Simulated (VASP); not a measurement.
# Sb (P2_1/m) in VASP: a series of runs

Runs on Sb. Level: PBEsol. Tasks: single point.

Program: VASP 6.6.1. These are calculated values, not measurements. Logs are shortened: lines on timing, memory, paths and dates and some standing lists are left out, and cuts for length are marked.

## 1. The cell of the first run

The structure is monoclinic, space group P2_1/m (No. 11). Conventional cell: a = 4.467 Å, b = 4.361 Å, c = 6.412 Å, α = 90.00°, β = 101.72°, γ = 90.00°. Sb (site symmetry m) has 7 Sb at 2.88 to 3.70 Å within 3.8 Å. Within 3.8 Å of Sb (site symmetry m) lie 7 Sb at 2.88 to 3.69 Å.

## 2. Single point, PBEsol (volume scaled by 0.96)

INCAR reads:

```
  PREC = Accurate
  ENCUT = 520
  EDIFF = 1E-6
  ISMEAR = -1
  SIGMA = 0.05
  LREAL = False
  LASPH = True
  NELM = 80
  ALGO = Normal
  ISIF = 2
  LWAVE = False
  LCHARG = False
  GGA = PS
  NBANDS = 18
```

KPOINTS reads:

```
regular mesh
0
Gamma
  6 6 4
```

POSCAR reads:

```
Sb
1.0
    4.4665073636      0.0000000000      0.0000000000
    0.0000000000      4.3613480807      0.0000000000
   -1.3026719609      0.0000000000      6.2783327531
Sb
4
Direct
    0.3399300000      0.2500000000      0.6836700000
    0.9366380000      0.7500000000      0.7627580000
    0.0633620000      0.2500000000      0.2372420000
    0.6600700000      0.7500000000      0.3163300000
```

Potentials or basis: VASP PAW PBE potentials, release 64 (Sb).

On the command line:

```bash
cat potpaw_PBE.64/Sb/POTCAR > POTCAR
mpirun -np 1 vasp_std > vasp.out
```

OUTCAR:

```text
PREC = Accurate
   ENCUT = 520
   EDIFF = 1E-6
   ISMEAR = -1
   LREAL = False
   LASPH = True
   NELM = 80
   ISIF = 2
   GGA = PS

 ion  position               nearest neighbor table
   1  0.340  0.250  0.684-   3 2.88   2 2.94   2 2.94   2 3.40   2 3.40   4 3.70   4 3.70
   2  0.937  0.750  0.763-   4 2.88   1 2.94   1 2.94   1 3.40   1 3.40   3 3.69   3 3.69
   3  0.063  0.250  0.237-   1 2.88   4 2.94   4 2.94   4 3.40   4 3.40   2 3.69   2 3.69
   4  0.660  0.750  0.316-   2 2.88   3 2.94   3 2.94   3 3.40   3 3.40   1 3.70   1 3.70

  LATTYP: Found a simple monoclinic cell.
 ALAT       =     4.4665073636
 B/A-ratio  =     0.9764560373
 C/A-ratio  =     1.4355853266
 COS(beta)  =    -0.2031599047

  Lattice vectors:

 A1 = (   4.4665073636,   0.0000000000,   0.0000000000)
 A2 = (   0.0000000000,   4.3613480807,   0.0000000000)
 A3 = (  -1.3026719609,   0.0000000000,   6.2783327531)

Analysis of symmetry for initial positions (statically):
=====================================================================
 Subroutine PRICEL returns:
 Original cell was already a primitive cell.

 Routine SETGRP: Setting up the symmetry group for a
 simple monoclinic supercell.

 Subroutine GETGRP returns: Found  4 space group operations
 (whereof  2 operations were pure point group operations)
 out of a pool of  4 trial point group operations.

The static configuration has the point symmetry S_2 .
 The point group associated with its full space group is C_2h.

Analysis of symmetry for dynamics (positions and initial velocities):
=====================================================================
 Subroutine PRICEL returns:
 Original cell was already a primitive cell.

 Routine SETGRP: Setting up the symmetry group for a
 simple monoclinic supercell.

 Subroutine GETGRP returns: Found  4 space group operations
 (whereof  2 operations were pure point group operations)
 out of a pool of  4 trial point group operations.

The dynamic configuration has the point symmetry S_2 .
 The point group associated with its full space group is C_2h.

 Subroutine INISYM returns: Found  4 space group operations
 (whereof  2 operations are pure point group operations),
 and found     1 'primitive' translations

----------------------------------------------------------------------------------------

                                     Primitive cell

  volume of cell :     122.3019

  direct lattice vectors                    reciprocal lattice vectors
     4.466507364  0.000000000  0.000000000     0.223888582  0.000000000  0.046453954
     0.000000000  4.361348081  0.000000000     0.000000000  0.229286904  0.000000000
    -1.302671961  0.000000000  6.278332753     0.000000000  0.000000000  0.159277955

  length of vectors
     4.466507364  4.361348081  6.412052432     0.228657095  0.229286904  0.159277955

  position of ions in fractional coordinates (direct lattice)
     0.339930000  0.250000000  0.683670000
     0.936638000  0.750000000  0.762758000
     0.063362000  0.250000000  0.237242000
     0.660070000  0.750000000  0.316330000

  ion indices of the primitive-cell ions
   primitive index   ion index
                 1           1
                 2           2
                 3           3
                 4           4

----------------------------------------------------------------------------------------

 KPOINTS: regular mesh

Automatic generation of k-mesh.
 Grid dimensions read from file:
 generate k-points for:    6    6    4

 Generating k-lattice:

  Cartesian coordinates                     Fractional coordinates (reciprocal lattice)
     0.037314764  0.000000000  0.007742326     0.166666667  0.000000000  0.000000000
     0.000000000  0.038214484  0.000000000     0.000000000  0.166666667  0.000000000
     0.000000000  0.000000000  0.039819489     0.000000000  0.000000000  0.250000000

  Length of vectors
     0.038109516  0.038214484  0.039819489

  Shift w.r.t. Gamma in fractional coordinates (k-lattice)
     0.000000000  0.000000000  0.000000000

 Subroutine IBZKPT returns following result:
 ===========================================

 Found     56 irreducible k-points:

 Following reciprocal coordinates:
            Coordinates               Weight
  0.000000  0.000000  0.000000      1.000000
  0.166667  0.000000  0.000000      2.000000
  0.333333  0.000000  0.000000      2.000000
  0.500000  0.000000  0.000000      1.000000
  0.000000  0.166667  0.000000      2.000000
  0.166667  0.166667  0.000000      4.000000
[... 16 lines left out ...]
  0.000000  0.166667  0.250000      4.000000
  0.166667  0.166667  0.250000      4.000000
 [... further k-points ...]
   k-points           NKPTS =     56   k-points in BZ     NKDIM =     56   number of bands    NBANDS=     18
   number of dos      NEDOS =    301   number of ions     NIONS =      4
   total plane-waves  NPLWV =  55296
   dimension x,y,z NGX =    36 NGY =   32 NGZ =   48
   dimension x,y,z NGXF=    72 NGYF=   64 NGZF=   96
   ions per type =               4
   NGX,Y,Z   is equivalent  to a cutoff of  13.40, 12.20, 12.45 a.u.
   NGXF,Y,Z  is equivalent  to a cutoff of  26.80, 24.40, 24.89 a.u.
 SYSTEM =  unknown system
   PREC   = accura    normal or accurate (medium, high low for compatibility)
   ISTART =      0    job   : 0-new  1-cont  2-samecut
   ICHARG =      2    charge: 1-file 2-atom 10-const
   ISPIN  =      1    spin polarized calculation?
   LNONCOLLINEAR =      F non collinear calculations
   LSORBIT =      F    spin-orbit coupling
   LASPH  =      T    aspherical Exc in radial PAW
   ENCUT  =  520.0 eV  38.22 Ry    6.18 a.u.   8.30  8.11 11.92*2*pi/ulx,y,z
   NELM   =     80;   NELMIN=  2; NELMDL= -5     # of ELM steps
   EDIFF  = 0.1E-05   stopping-criterion for ELM
   LREAL  =      F    real-space projection
   EDIFFG = 0.1E-04   stopping-criterion for IOM
   NSW    =      0    number of steps for IOM
   IBRION =     -1    ionic relax: 0-MD 1-quasi-New 2-CG
   NFREE  =      0    steps in history (QN), initial steepest desc. (CG)
   ISIF   =      2    stress and relaxation
   ISYM   =      2    0-nonsym 1-usesym 2-fastsym
   POTIM  = 0.5000    time-step for ionic-motion
   TEBEG  =    0.0;   TEEND  =   0.0 temperature during run
   PSTRESS=    0.0 pullay stress
   NELECT =      20.0000    total number of electrons
   NUPDOWN=      -1.0000    fix difference up-down
   EMIN   =  10.00;   EMAX   =-10.00  energy-range for DOS
   EFERMI =   0.00;   METHOD = LEGACY
   ISMEAR =    -1;   SIGMA  =   0.05  broadening in eV -4-tet -1-fermi 0-gaus
   EFERMI_NEDOS =   21; number of points for ismear=-14 and -15
   IALGO  =     38    algorithm
   IMIX   =      4    mixing-type and parameters
     AMIX     =   0.40;   BMIX     =  1.00
     AMIX_MAG =   1.60;   BMIX_MAG =  1.00
  volume/ion in A,a.u.               =      30.58       206.33
  Fermi-wavevector in a.u.,A,eV,Ry     =   0.895242  1.691762 10.904501  0.801458
  Thomas-Fermi vector in A             =   2.017549
   LORBIT       =      0    0 simple, 1 ext, 2 COOP (PROOUT), +10 PAW based schemes
   GGA     = PS    functional components
   LHFCALC =     F    Hartree Fock is set to
   AEXX    =    0.0000 exact exchange contribution
   IVDW    =     0    specifies the selected vdW correction
   LEPSILON=     F    determine dielectric tensor
   LRPA    =     F    only Hartree local field effects (RPA)
 non-spin polarized calculation
  energy-cutoff  :      520.00
  volume of cell :      122.30
 maximum number of plane-waves:      3316
 NGX is ok and might be reduce to    36
   NGX = 17   NGY = 17   NGZ = 23

 number of electron      19.9999998 magnetization

 Free energy of the ion-electron system (eV)
  ---------------------------------------------------
  ext. energy  EPLUGINS =         0.00000000
  ---------------------------------------------------
  free energy    TOTEN  =       -17.76246330 eV

  energy without entropy =      -17.75398779  energy(sigma->0) =      -17.75822554

 E-fermi :   6.7967     XC(G=0):  -9.6171

 val. band max:        6.6758536806   @ k =   0.0000   0.0000   0.0000
 cond. band min:       6.7988511178   @ k =   0.0000   0.3333   0.5000
 fundamental gap:      0.1229974372
 Fermi energy:         6.7967464310

 k-point     1 :       0.0000    0.0000    0.0000
  band No.  band energies     occupation
      1      -5.7722      2.00000
      2      -3.1922      2.00000
      3      -0.5405      2.00000
      4       0.3364      2.00000
      5       2.4579      2.00000
      6       3.1695      2.00000
[... 10 lines left out ...]
     17      10.7805      0.00000
     18      12.3101      0.00000

 k-point     2 :       0.1667    0.0000    0.0000
  band No.  band energies     occupation
      1      -5.5877      2.00000
      2      -3.0586      2.00000
      3      -1.2031      2.00000
      4       0.2469      2.00000
      5       2.1413      2.00000
      6       3.3878      2.00000
[... 10 lines left out ...]
     17      10.7343      0.00000
     18      12.3453      0.00000

 k-point     3 :       0.3333    0.0000    0.0000
  band No.  band energies     occupation
      1      -5.0736      2.00000
      2      -2.8079      2.00000
      3      -2.2792      2.00000
      4      -0.3980      2.00000
      5       2.3531      2.00000
      6       3.9968      2.00000
[... 10 lines left out ...]
     17      12.1478      0.00000
     18      12.6146      0.00000

 k-point     4 :       0.5000    0.0000    0.0000
  band No.  band energies     occupation
      1      -4.6028      2.00000
      2      -3.2755      2.00000
      3      -2.2414      2.00000
      4      -0.9050      2.00000
      5       2.8510      2.00000
      6       4.3172      2.00000
[... 375 lines left out ...]
      4       0.4953      2.00000
      5       2.3154      2.00000
      6       3.5045      2.00000
[... 10 lines left out ...]
     17      11.3262      0.00000
     18      12.3228      0.00000

 k-point    23 :       0.0000    0.1667    0.2500
  band No.  band energies     occupation
      1      -5.4188      2.00000
      2      -3.4462      2.00000
      3      -1.2167      2.00000
      4       0.5029      2.00000
      5       2.6932      2.00000
      6       3.6402      2.00000
[... 10 lines left out ...]
     17      10.9768      0.00000
     18      12.0322      0.00000

 k-point    24 :       0.1667    0.1667    0.2500
  band No.  band energies     occupation
      1      -5.1972      2.00000
      2      -3.3976      2.00000
      3      -1.5827      2.00000
      4       0.2909      2.00000
      5       2.7995      2.00000
      6       3.2003      2.00000
[... 10 lines left out ...]
     17      11.5198      0.00000
     18      12.2293      0.00000

 [... further k-points ...]
[... 5 lines left out ...]
  --------------------------------------------------------------------------------------
  -------------------------------------------------------------------------------------
  Total       -0.2554712     -0.3638938      0.1752410      0.0000000      0.0000000      0.3695495
  in kB       -3.3467199     -4.7670758      2.2956896      0.0000000      0.0000000      4.8411667
  external PRESSURE =      -1.9393687 kB  Pullay stress =       0.0000000 kB

 VOLUME and BASIS-vectors are now :
 -----------------------------------------------------------------------------
  energy-cutoff  :      520.00
  volume of cell :      122.30
      direct lattice vectors                 reciprocal lattice vectors
     4.466507364  0.000000000  0.000000000     0.223888582  0.000000000  0.046453954
     0.000000000  4.361348081  0.000000000     0.000000000  0.229286904  0.000000000
    -1.302671961  0.000000000  6.278332753     0.000000000  0.000000000  0.159277955

 POSITION                                       TOTAL-FORCE (eV/Angst)
 -----------------------------------------------------------------------------------
      0.62770      1.09034      4.29231         0.161536     -0.000000      0.233774
      3.18988      3.27101      4.78885        -0.016554      0.000000      0.210115
     -0.02604      1.09034      1.48948         0.016554      0.000000     -0.210115
      2.53613      3.27101      1.98602        -0.161536      0.000000     -0.233774
 -----------------------------------------------------------------------------------
    total drift:                                0.000000      0.000000     -0.000000

  FREE ENERGIE OF THE ION-ELECTRON SYSTEM (eV)
  ---------------------------------------------------
  free  energy   TOTEN  =       -17.7624632974 eV

  energy  without entropy=      -17.7539877926  energy(sigma->0) =      -17.75822554
```

Wall time 49 s (1 thread of Intel Xeon Platinum 8375C at 2.90GHz (Ice Lake), shared host); peak memory 0.27 GiB.

Results:

| Item | Value |
| --- | --- |
| Free energy | -17.7625 eV |
| Pressure | -0.2 GPa |
| Largest force | 0.284 eV/Å |
| Band gap on the k mesh | zero (band 10 reaches 7.04 eV, above the bottom of band 11 at 6.37 eV) |

Forces in eV/Å, atoms in the order of the input:
```
Sb   0.162  0.000  0.234
Sb  -0.017  0.000  0.210
Sb   0.017  0.000 -0.210
Sb  -0.162  0.000 -0.234
```

Stress tensor (GPa, compression positive):
```
-0.33  0.00  0.48
 0.00 -0.48  0.00
 0.48  0.00  0.23
```

Caveat: the PAW data sets were made with another functional, which shifts forces and pressure a little; spin-orbit coupling is left out, which moves the levels of the heavy elements.

## 3. Single point, PBEsol (volume scaled by 0.98)

INCAR reads:

```
SYSTEM = Sb
PREC = Accurate ; ENCUT = 520
EDIFF = 1E-7 ; ISMEAR = -1
SIGMA = 0.05 ; LREAL = .FALSE.
LASPH = .TRUE. ; NELM = 60
ALGO = Normal ; ISIF = 2
LWAVE = .FALSE. ; LCHARG = .FALSE.
GGA = PS ; NBANDS = 18
```

KPOINTS reads:

```
regular mesh
0
G
  6 6 4
  0 0 0
```

POSCAR reads:

```
Sb
1.0
    4.4973118361      0.0000000000      0.0000000000
    0.0000000000      4.3914272939      0.0000000000
   -1.3116561893      0.0000000000      6.3216329680
Sb
4
Direct
    0.3399300000      0.2500000000      0.6836700000
    0.9366380000      0.7500000000      0.7627580000
    0.0633620000      0.2500000000      0.2372420000
    0.6600700000      0.7500000000      0.3163300000
```

Potentials or basis: VASP PAW PBE potentials, release 64 (Sb).

On the command line:

```bash
cat potpaw_PBE.64/Sb/POTCAR > POTCAR
mpirun -np 1 vasp_std > vasp.out
```

Wall time 66 s (1 thread of Intel Xeon Platinum 8375C at 2.90GHz (Ice Lake), shared host); peak memory 0.28 GiB.

Results (log left out):

```yaml
Free_energy: -17.7506 eV
Pressure: -1.3 GPa
Largest_force: 0.165 eV/Å
Band_gap_on_the_k_mesh: zero (band 10 reaches 6.76 eV, above the bottom of band 11 at 6.16 eV)
```

Forces in eV/Å, atoms in the order of the input:
```
Sb   0.053  0.000  0.156
Sb   0.044  0.000  0.086
Sb  -0.044  0.000 -0.086
Sb  -0.053  0.000 -0.156
```

Stress tensor (GPa, compression positive):
```
-1.36  0.00  0.45
 0.00 -1.66  0.00
 0.45  0.00 -0.80
```

Levels at points of the mesh, in eV from the Fermi level:
```
           k point  band 8  band 9  band 10  band 11  band 12  band 13
(0.00, 0.00, 0.00)   -2.19   -1.41    -0.12     1.96     2.69     2.98
(0.50, 0.00, 0.00)   -1.13   -0.93    -0.70     0.26     1.12     1.35
(0.00, 0.50, 0.00)   -1.44   -1.14    -1.14     0.41     0.41     1.30
(0.50, 0.50, 0.00)   -3.60   -2.35    -2.35     0.77     0.77     5.10
(0.00, 0.00, 0.50)   -2.18   -1.77    -1.64     0.64     1.82     2.14
(0.50, 0.00, 0.50)   -1.06   -0.91    -0.70    -0.38     0.77     1.08
(0.00, 0.50, 0.50)   -1.63   -0.88    -0.88     0.12     0.12     0.93
(0.50, 0.50, 0.50)   -3.93   -1.29    -1.29     1.93     1.93     3.57
```

Caveat: the PAW data sets were made with another functional, which shifts forces and pressure a little; spin-orbit coupling is left out, which moves the levels of the heavy elements.
